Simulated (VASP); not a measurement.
Input of a VASP 6.6.1 run:

The input INCAR:

```
SYSTEM = TaVN2
PREC = Accurate
ENCUT = 520
EDIFF = 1E-7
ISMEAR = -1
SIGMA = 0.05
LREAL = .False.
LASPH = .True.
NELM = 150
ALGO = Normal
ISIF = 2
LWAVE = .False.
LCHARG = .False.
ISPIN = 2
MAGMOM = 0 2 0 0
LORBIT = 11
LMAXMIX = 4
GGA = PS
NBANDS = 29
```

File KPOINTS:

```
Automatic mesh
0
Gamma
  9 9 6
  0 0 0
```

File POSCAR:

```
TaVN2
1.0
    3.0293974772      0.0000000000      0.0000000000
    0.0000000000      3.0293974772      0.0000000000
    0.0000000000      0.0000000000      4.2672285004
Ta V N
1 1 2
Direct
    0.0000000000      0.0000000000      0.0000000000
    0.5000000000      0.5000000000      0.5000000000
    0.5000000000      0.5000000000      0.0000000000
    0.0000000000      0.0000000000      0.5000000000
```

Potentials or basis: VASP PAW PBE potentials, release 64 (Ta_pv, V_sv, N).

Launch:

```console
$ cat potpaw_PBE.64/Ta_pv/POTCAR potpaw_PBE.64/V_sv/POTCAR potpaw_PBE.64/N/POTCAR > POTCAR
$ mpirun -np 1 vasp_std > vasp.out
```

Problem. Predict the pressure.

Solution. -5.6 GPa.

Problem. What does it give for the band gap on the k mesh?

Solution. Zero (filled and empty bands overlap).

Problem. Predict the net moment.

Solution. 0.00 μB per cell.

Stress tensor (GPa, compression positive):
```
-4.80  0.00  0.00
 0.00 -4.80  0.00
 0.00  0.00 -7.31
```

Caveat: the cell stands under tension; the moments typed at the start vanished in this run; the PAW data sets were made with another functional, which shifts forces and pressure a little; spin-orbit coupling is left out, which moves the levels of the heavy elements. With open d or f shells a metallic result of PBEsol can be an artefact of self-interaction; +U or a hybrid may open a gap.
